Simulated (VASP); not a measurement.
# SiC (P6_3mc) in VASP: a series of runs

Aim: see how the results for SiC move with the level of theory and the settings. Levels: r2SCAN, HSE06. Tasks: single point.

All numbers are computed with VASP 6.6.1; they aren't measurements. Logs are shortened: lines on timing, memory, paths and dates and some standing lists are left out, and cuts for length are marked.

## Step 1: The cell of the first run

The structure is hexagonal, space group P6_3mc (No. 186). The conventional cell has a = 3.075 Å, b = 3.075 Å, c = 5.200 Å, α = 90.00°, β = 90.00°, γ = 120.00°. Within 2.5 Å of Si (site symmetry 3m) lie 4 C at 1.89 to 1.94 Å. C (site symmetry 3m) has 4 Si at 1.89 to 1.94 Å within 2.5 Å.

## Step 2: Single point, r2SCAN (uniaxial z strain +3.0%)

Input file POSCAR:

```
SiC
1.0
    3.0753562455      0.0000000000      0.0000000000
   -1.5376781227      2.6633366343      0.0000000000
    0.0000000000      0.0000000000      5.1995513435
Si C
2 2
Direct
    0.3333333333      0.6666666667      0.0006052755
    0.6666666667      0.3333333333      0.5006052755
    0.3333333333      0.6666666667      0.3743947245
    0.6666666667      0.3333333333      0.8743947245
```

Input file INCAR.step1:

```
SYSTEM = SiC
PREC = Accurate
ENCUT = 520
ISMEAR = 0
SIGMA = 0.01
LREAL = .False.
LASPH = .True.
NELM = 80
NBANDS = 16
GGA = PE
ALGO = Normal
EDIFF = 1E-4
LWAVE = .True.
LCHARG = .False.
```

Input file INCAR.step2:

```
SYSTEM = SiC
PREC = Accurate
ENCUT = 520
EDIFF = 1E-6
ISMEAR = 0
SIGMA = 0.01
LREAL = .False.
LASPH = .True.
NELM = 80
ALGO = Normal
ISIF = 2
LWAVE = .False.
LCHARG = .False.
METAGGA = R2SCAN
LMIXTAU = .True.
NBANDS = 16
ISTART = 1
```

Input file KPOINTS:

```
regular mesh
0
Gamma
  12 12 6
  0 0 0
```

Potentials or basis: VASP PAW PBE potentials, release 64 (Si, C).

Command:

```console
> cat potpaw_PBE.64/Si/POTCAR potpaw_PBE.64/C/POTCAR > POTCAR
> cp INCAR.step1 INCAR
> mpirun -np 1 vasp_std > vasp.out
> cp INCAR.step2 INCAR
> mpirun -np 1 vasp_std > vasp.out
```

OUTCAR:

```text
SYSTEM = SiC
   PREC = Accurate
   ENCUT = 520
   EDIFF = 1E-6
   ISMEAR = 0
   LREAL = .False.
   LASPH = .True.
   NELM = 80
   ISIF = 2
   METAGGA = R2SCAN
   ISTART = 1

 ion  position               nearest neighbor table
   1  0.333  0.667  0.001-   4 1.89   4 1.89   4 1.89   3 1.94   2 3.15   2 3.15   2 3.15   2 3.15
                             2 3.15   2 3.15
   2  0.667  0.333  0.501-   3 1.89   3 1.89   3 1.89   4 1.94   1 3.15   1 3.15   1 3.15   1 3.15
                             1 3.15   1 3.15
   3  0.333  0.667  0.374-   2 1.89   2 1.89   2 1.89   1 1.94
   4  0.667  0.333  0.874-   1 1.89   1 1.89   1 1.89   2 1.94

  LATTYP: Found a hexagonal cell.
 ALAT       =     3.0753562455
 C/A-ratio  =     1.6907151330

  Lattice vectors:

 A1 = (   3.0753562455,   0.0000000000,   0.0000000000)
 A2 = (  -1.5376781227,   2.6633366343,   0.0000000000)
 A3 = (   0.0000000000,   0.0000000000,   5.1995513435)

Analysis of symmetry for initial positions (statically):
=====================================================================
 Subroutine PRICEL returns:
 Original cell was already a primitive cell.

 Routine SETGRP: Setting up the symmetry group for a
 hexagonal supercell.

 Subroutine GETGRP returns: Found 12 space group operations
 (whereof  6 operations were pure point group operations)
 out of a pool of 24 trial point group operations.

The static configuration has the point symmetry C_3v.
 The point group associated with its full space group is C_6v.

Analysis of symmetry for dynamics (positions and initial velocities):
=====================================================================
 Subroutine PRICEL returns:
 Original cell was already a primitive cell.

 Routine SETGRP: Setting up the symmetry group for a
 hexagonal supercell.

 Subroutine GETGRP returns: Found 12 space group operations
 (whereof  6 operations were pure point group operations)
 out of a pool of 24 trial point group operations.

The dynamic configuration has the point symmetry C_3v.
 The point group associated with its full space group is C_6v.

 Subroutine INISYM returns: Found 12 space group operations
 (whereof  6 operations are pure point group operations),
 and found     1 'primitive' translations

----------------------------------------------------------------------------------------

                                     Primitive cell

  volume of cell :      42.5880

  direct lattice vectors                    reciprocal lattice vectors
     3.075356246  0.000000000  0.000000000     0.325165581  0.187734436  0.000000000
    -1.537678123  2.663336634  0.000000000     0.000000000  0.375468871  0.000000000
     0.000000000  0.000000000  5.199551343     0.000000000  0.000000000  0.192324286

  length of vectors
     3.075356246  3.075356245  5.199551343     0.375468871  0.375468871  0.192324286

  position of ions in fractional coordinates (direct lattice)
     0.333333333  0.666666667  0.000605275
     0.666666667  0.333333333  0.500605275
     0.333333333  0.666666667  0.374394725
     0.666666667  0.333333333  0.874394725

  ion indices of the primitive-cell ions
   primitive index   ion index
                 1           1
                 2           2
                 3           3
                 4           4

----------------------------------------------------------------------------------------

 KPOINTS: regular mesh

Automatic generation of k-mesh.
 Grid dimensions read from file:
 generate k-points for:   12   12    6

 Generating k-lattice:

  Cartesian coordinates                     Fractional coordinates (reciprocal lattice)
     0.027097132  0.015644536  0.000000000     0.083333333  0.000000000  0.000000000
     0.000000000  0.031289073  0.000000000     0.000000000  0.083333333  0.000000000
     0.000000000  0.000000000  0.032054048     0.000000000  0.000000000  0.166666667

  Length of vectors
     0.031289073  0.031289073  0.032054048

  Shift w.r.t. Gamma in fractional coordinates (k-lattice)
     0.000000000  0.000000000  0.000000000

 Subroutine IBZKPT returns following result:
 ===========================================

 Found     76 irreducible k-points:

 Following reciprocal coordinates:
            Coordinates               Weight
  0.000000  0.000000  0.000000      1.000000
  0.083333 -0.000000  0.000000      6.000000
  0.166667 -0.000000  0.000000      6.000000
  0.250000  0.000000  0.000000      6.000000
  0.333333 -0.000000  0.000000      6.000000
  0.416667 -0.000000  0.000000      6.000000
[... 16 lines left out ...]
  0.250000  0.000000  0.166667     12.000000
  0.333333 -0.000000  0.166667     12.000000
 [... further k-points ...]
   k-points           NKPTS =     76   k-points in BZ     NKDIM =     76   number of bands    NBANDS=     16
   number of dos      NEDOS =    301   number of ions     NIONS =      4
   total plane-waves  NPLWV =  23040
   dimension x,y,z NGX =    24 NGY =   24 NGZ =   40
   dimension x,y,z NGXF=    48 NGYF=   48 NGZF=   80
   ions per type =               2   2
   NGX,Y,Z   is equivalent  to a cutoff of  12.97, 12.97, 12.79 a.u.
   NGXF,Y,Z  is equivalent  to a cutoff of  25.95, 25.95, 25.58 a.u.
 SYSTEM =  SiC
   PREC   = accura    normal or accurate (medium, high low for compatibility)
   ISTART =      1    job   : 0-new  1-cont  2-samecut
   ICHARG =      0    charge: 1-file 2-atom 10-const
   ISPIN  =      1    spin polarized calculation?
   LNONCOLLINEAR =      F non collinear calculations
   LSORBIT =      F    spin-orbit coupling
   LASPH  =      T    aspherical Exc in radial PAW
   ENCUT  =  520.0 eV  38.22 Ry    6.18 a.u.   5.72  5.72  9.67*2*pi/ulx,y,z
   NELM   =     80;   NELMIN=  2; NELMDL=  0     # of ELM steps
   EDIFF  = 0.1E-05   stopping-criterion for ELM
   LREAL  =      F    real-space projection
   EDIFFG = 0.1E-04   stopping-criterion for IOM
   NSW    =      0    number of steps for IOM
   IBRION =     -1    ionic relax: 0-MD 1-quasi-New 2-CG
   NFREE  =      0    steps in history (QN), initial steepest desc. (CG)
   ISIF   =      2    stress and relaxation
   ISYM   =      2    0-nonsym 1-usesym 2-fastsym
   POTIM  = 0.5000    time-step for ionic-motion
   TEBEG  =    0.0;   TEEND  =   0.0 temperature during run
   PSTRESS=    0.0 pullay stress
   NELECT =      16.0000    total number of electrons
   NUPDOWN=      -1.0000    fix difference up-down
   EMIN   =  10.00;   EMAX   =-10.00  energy-range for DOS
   EFERMI =   0.00;   METHOD = LEGACY
   ISMEAR =     0;   SIGMA  =   0.01  broadening in eV -4-tet -1-fermi 0-gaus
   EFERMI_NEDOS =   21; number of points for ismear=-14 and -15
   IALGO  =     38    algorithm
   IMIX   =      4    mixing-type and parameters
     AMIX     =   0.40;   BMIX     =  1.00
     AMIX_MAG =   1.60;   BMIX_MAG =  1.00
  volume/ion in A,a.u.               =      10.65        71.85
  Fermi-wavevector in a.u.,A,eV,Ry     =   1.181279  2.232293 18.985833  1.395419
  Thomas-Fermi vector in A             =   2.317555
   LORBIT       =      0    0 simple, 1 ext, 2 COOP (PROOUT), +10 PAW based schemes
   METAGGA = R2SCAN    functional components
   LHFCALC =     F    Hartree Fock is set to
   AEXX    =    0.0000 exact exchange contribution
   IVDW    =     0    specifies the selected vdW correction
   LEPSILON=     F    determine dielectric tensor
   LRPA    =     F    only Hartree local field effects (RPA)
 non-spin polarized calculation
 Gauss-broadening in eV      SIGMA  =   0.01
  energy-cutoff  :      520.00
  volume of cell :       42.59
 maximum number of plane-waves:      1172
 NGX is ok and might be reduce to    24
   NGX = 11   NGY = 11   NGZ = 19

 number of electron      15.9999998 magnetization

 Free energy of the ion-electron system (eV)
  ---------------------------------------------------
  ext. energy  EPLUGINS =         0.00000000
  ---------------------------------------------------
  free energy    TOTEN  =       -38.57326642 eV

  energy without entropy =      -38.57326642  energy(sigma->0) =      -38.57326642

 E-fermi :   7.9783     XC(G=0): -11.7997

 val. band max:        7.8827302061   @ k =   0.0000   0.0000   0.0000
 cond. band min:      10.3909948752   @ k =   0.3333   0.3333   0.0000
 fundamental gap:      2.5082646691
 Fermi energy:         7.9782541160

 k-point     1 :       0.0000    0.0000    0.0000
  band No.  band energies     occupation
      1      -8.3028      2.00000
      2      -5.0060      2.00000
      3      -1.0863      2.00000
      4       6.6505      2.00000
      5       6.6505      2.00000
      6       7.5213      2.00000
[... 8 lines left out ...]
     15      17.2685      0.00000
     16      19.7257      0.00000

 k-point     2 :       0.0833   -0.0000    0.0000
  band No.  band energies     occupation
      1      -8.1778      2.00000
      2      -4.8981      2.00000
      3      -0.9714      2.00000
      4       5.9533      2.00000
      5       6.4335      2.00000
      6       7.3861      2.00000
[... 8 lines left out ...]
     15      17.5950      0.00000
     16      18.8635      0.00000

 k-point     3 :       0.1667   -0.0000    0.0000
  band No.  band energies     occupation
      1      -7.8066      2.00000
      2      -4.5838      2.00000
      3      -0.6367      2.00000
      4       4.4202      2.00000
      5       5.9403      2.00000
      6       6.1813      2.00000
[... 8 lines left out ...]
     15      17.9903      0.00000
     16      18.3442      0.00000
[... 362 lines left out ...]
 k-point    23 :       0.2500    0.0000    0.1667
  band No.  band energies     occupation
      1      -7.0750      2.00000
      2      -4.5098      2.00000
      3       0.4101      2.00000
      4       2.9221      2.00000
      5       4.3370      2.00000
      6       5.4951      2.00000
[... 8 lines left out ...]
     15      19.0616      0.00000
     16      19.2928      0.00000

 k-point    24 :       0.3333   -0.0000    0.1667
  band No.  band energies     occupation
      1      -6.2737      2.00000
      2      -3.9019      2.00000
      3       0.3531      2.00000
      4       2.0603      2.00000
      5       2.8394      2.00000
      6       5.0526      2.00000
[... 8 lines left out ...]
     15      19.5981      0.00000
     16      20.5994      0.00000

 [... further k-points ...]

------------------------ aborting loop because EDIFF is reached ----------------------------------------

  FORCE on cell =-STRESS in cart. coord.  units (eV):
  Direction    XX          YY          ZZ          XY          YZ          ZX
  --------------------------------------------------------------------------------------
  -------------------------------------------------------------------------------------
  Total       -0.3502161     -0.3502161     -4.3147157     -0.0000000      0.0000000      0.0000000
  in kB      -13.1752652    -13.1752652   -162.3212571     -0.0000000      0.0000000      0.0000000
  external PRESSURE =     -62.8905958 kB  Pullay stress =       0.0000000 kB

 VOLUME and BASIS-vectors are now :
 -----------------------------------------------------------------------------
  energy-cutoff  :      520.00
  volume of cell :       42.59
      direct lattice vectors                 reciprocal lattice vectors
     3.075356246  0.000000000  0.000000000     0.325165581  0.187734436  0.000000000
    -1.537678123  2.663336634  0.000000000     0.000000000  0.375468871  0.000000000
     0.000000000  0.000000000  5.199551343     0.000000000  0.000000000  0.192324286

 POSITION                                       TOTAL-FORCE (eV/Angst)
 -----------------------------------------------------------------------------------
     -0.00000      1.77556      0.00315         0.000000      0.000000     -0.002285
      1.53768      0.88778      2.60292        -0.000000     -0.000000     -0.002285
     -0.00000      1.77556      1.94668         0.000000      0.000000      0.002285
      1.53768      0.88778      4.54646        -0.000000     -0.000000      0.002285
 -----------------------------------------------------------------------------------
    total drift:                               -0.000000     -0.000000      0.001416

  FREE ENERGIE OF THE ION-ELECTRON SYSTEM (eV)
  ---------------------------------------------------
  free  energy   TOTEN  =       -38.5732664189 eV

  energy  without entropy=      -38.5732664189  energy(sigma->0) =      -38.57326642
```

Run time: 60 s. Hardware: 1 thread of Intel Xeon 6975P-C (Granite Rapids), shared host; peak memory 0.18 GiB.

Results:

| Quantity | Value |
| --- | --- |
| Free energy | -38.5733 eV |
| Pressure | -6.3 GPa |
| Band gap on the k mesh | 2.51 eV (least direct gap 4.66 eV) |

Forces in eV/Å, atoms in the order of the input:
```
Si   0.000  0.000 -0.002
Si   0.000  0.000 -0.002
C    0.000  0.000  0.002
C    0.000  0.000  0.002
```

Stress tensor (GPa, compression positive):
```
 -1.32   0.00   0.00
  0.00  -1.32   0.00
  0.00   0.00 -16.23
```

Levels at points of the mesh, in eV from the valence-band top:
```csv
k point,band 6,band 7,band 8,band 9,band 10,band 11
"(0.00, 0.00, 0.00)",-0.36,0.00,0.00,5.53,5.81,7.19
"(0.50, 0.00, 0.00)",-3.35,-3.31,-1.33,3.33,4.36,7.17
"(0.00, 0.00, 0.50)",-0.66,-0.66,-0.66,6.52,6.52,7.88
"(0.50, 0.00, 0.50)",-2.62,-2.48,-2.48,3.47,3.47,5.53
```

Caveat: the cell differs from its parent crystal (uniaxial z strain +3.0%); the stress differs along the axes, from -16 to -1 GPa; the PAW data sets were made with another functional, which shifts forces and pressure a little.

## Step 3: Single point, r2SCAN (strain +5.0%)

Input file POSCAR:

```
SiC
1.0
    3.2291240577      0.0000000000      0.0000000000
   -1.6145620289      2.7965034660      0.0000000000
    0.0000000000      0.0000000000      5.3005135055
Si C
2 2
Direct
    0.3333333333      0.6666666667     -0.0005783930
    0.6666666667      0.3333333333      0.4994216070
    0.3333333333      0.6666666667      0.3755783930
    0.6666666667      0.3333333333      0.8755783930
```

Input file INCAR.step1:

```
  PREC = Accurate
  ENCUT = 520
  ISMEAR = 0
  SIGMA = 0.01
  LREAL = F
  LASPH = T
  NELM = 60
  NBANDS = 16
  GGA = PE
  ALGO = Normal
  EDIFF = 1E-4
  LWAVE = T
  LCHARG = F
```

Input file INCAR.step2:

```
  PREC = Accurate
  ENCUT = 520
  EDIFF = 1E-7
  ISMEAR = 0
  SIGMA = 0.01
  LREAL = F
  LASPH = T
  NELM = 60
  ALGO = Normal
  ISIF = 2
  LWAVE = F
  LCHARG = T
  METAGGA = R2SCAN
  LMIXTAU = T
  LELF = T
  LVHAR = T
  NBANDS = 16
  ISTART = 1
```

Input file KPOINTS:

```
regular mesh
0
Gamma
  12 12 6
```

Potentials or basis: VASP PAW PBE potentials, release 64 (Si, C).

Command:

```console
> cat potpaw_PBE.64/Si/POTCAR potpaw_PBE.64/C/POTCAR > POTCAR
> cp INCAR.step1 INCAR
> mpirun -np 1 vasp_std > vasp.out
> cp INCAR.step2 INCAR
> mpirun -np 1 vasp_std > vasp.out
```

Wall time 68 s (1 thread of Intel Xeon 6975P-C (Granite Rapids), shared host); peak memory 0.19 GiB.

Results (log left out):

| Property | Result |
| --- | --- |
| Free energy | -38.0613 eV |
| Pressure | -25.0 GPa |
| Band gap on the k mesh | 2.86 eV (least direct gap 4.11 eV) |

Stress tensor (GPa, compression positive):
```
-25.26   0.00   0.00
  0.00 -25.26   0.00
  0.00   0.00 -24.62
```

Levels at points of the mesh, in eV from the valence-band top:
```csv
k point,band 5,band 6,band 7,band 8,band 9,band 10,band 11,band 12
"(0.00, 0.00, 0.00)",-1.31,-0.09,0.00,0.00,4.11,5.08,6.31,6.31
"(0.50, 0.00, 0.00)",-5.09,-3.17,-2.95,-1.20,2.93,4.47,6.28,7.06
"(0.00, 0.00, 0.50)",-0.71,-0.71,-0.71,-0.71,5.17,5.17,7.08,7.08
"(0.50, 0.00, 0.50)",-2.35,-2.35,-2.27,-2.27,3.33,3.33,5.16,5.16
```

Caveat: the cell differs from its parent crystal (strain +5.0%); the cell stands under tension; the PAW data sets were made with another functional, which shifts forces and pressure a little.

[end of part 1 of 2]
